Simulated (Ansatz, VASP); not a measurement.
# C: VASP beside Ansatz

The input POSCAR:

```
C
1.0
    0.0000000000     -1.7801161419     -1.7801161419
   -1.7801161419      0.0000000000     -1.7801161419
    1.7801161419      1.7801161419     -3.5602322838
C
4
Direct
    0.7381507927      0.7764123047      0.7354050117
    0.2618492073      0.2235876953      0.2645949883
    0.3534203335      0.3916818455      0.8895949747
    0.8965796665      0.8583181545      0.3604050253
```

File INCAR.step1:

```
SYSTEM = C
PREC     = Accurate       ! precision mode
ENCUT    = 520            ! plane-wave cutoff, eV
ISMEAR   = 0              ! smearing method
SIGMA    = 0.05           ! smearing width, eV
LREAL    = .FALSE.        ! projectors in reciprocal space
LASPH    = .TRUE.         ! aspherical terms in the spheres
NELM     = 60             ! most SCF steps
NBANDS   = 16             ! bands
GGA      = PE             ! functional
ALGO     = Normal         ! electronic algorithm
EDIFF    = 1E-4           ! SCF threshold, eV
LWAVE    = .TRUE.         ! write WAVECAR
LCHARG   = .FALSE.        ! write CHGCAR
```

INCAR.step2

```
SYSTEM = C
PREC     = Accurate       ! precision mode
ENCUT    = 520            ! plane-wave cutoff, eV
EDIFF    = 1E-6           ! SCF threshold, eV
ISMEAR   = 0              ! smearing method
SIGMA    = 0.05           ! smearing width, eV
LREAL    = .FALSE.        ! projectors in reciprocal space
LASPH    = .TRUE.         ! aspherical terms in the spheres
NELM     = 60             ! most SCF steps
ALGO     = Normal         ! electronic algorithm
ISIF     = 2              ! what is computed and relaxed
LWAVE    = .FALSE.        ! write WAVECAR
LCHARG   = .FALSE.        ! write CHGCAR
METAGGA  = R2SCAN         ! meta-GGA
LMIXTAU  = .TRUE.       
NBANDS   = 16             ! bands
ISTART   = 1
```

Contents of KPOINTS:

```
regular mesh
0
G
  12 12 10
  0 0 0
```

Input for Ansatz:

```yaml
crystal:
  lattice:
    - [0.0, -1.7801161419, -1.7801161419]
    - [-1.7801161419, 0.0, -1.7801161419]
    - [1.7801161419, 1.7801161419, -3.5602322838]
  atoms:
    - { symbol: C, position: [0.7381507927, 0.7764123047, 0.7354050117] }
    - { symbol: C, position: [0.2618492073, 0.2235876953, 0.2645949883] }
    - { symbol: C, position: [0.3534203335, 0.3916818455, 0.8895949747] }
    - { symbol: C, position: [0.8965796665, 0.8583181545, 0.3604050253] }
basis:
  ecutwfc: 520.0
kpoints:
  mp_grid: { grid: [12, 12, 10] }
hamiltonian:
  xc: r2scan
scf:
  occupations: { method: gaussian, width: 0.05 }
output:
  forces: true
  stress: true
  eigenvalues: true
  write_density: true
  write_potential: true
  elf: true
  volumetric_format: npy
```

Change from the starting cell: mode 4 frozen in at -0.049 Å and mode 9 at -0.060 Å (largest displacements).

Alike in both runs: task single point; functional r2SCAN; k mesh 12 × 12 × 10; occupations gaussian, width 0.05 eV; no spin polarisation.

|  | VASP | Ansatz |
| --- | --- | --- |
| version | VASP 6.6.1 | Ansatz 0.2.0 |
| potentials or method | VASP PAW PBE potentials, release 64 (C), cutoff 520 eV | scalar-relativistic, plane waves, PAW |
| valence electrons in the cell | 16 | 16 |

```tsv
	VASP	Ansatz	Ansatz less VASP
gap on the k mesh at the Fermi level (eV)	3.87	3.89	+0.024
least direct gap on the mesh (eV)	5.39	5.43	+0.039
pressure (GPa)	2.9	1.8	-1.14
traceless stress, the component that is largest in VASP (GPa)	2.29	2.29	+0.004
rms of the force components (eV/Å)	2.501	2.508	+0.0071
```

VASP's potentials were made for PBE, not for r2SCAN. Atom by atom the forces differ by 0.008 eV/Å (rms over components).
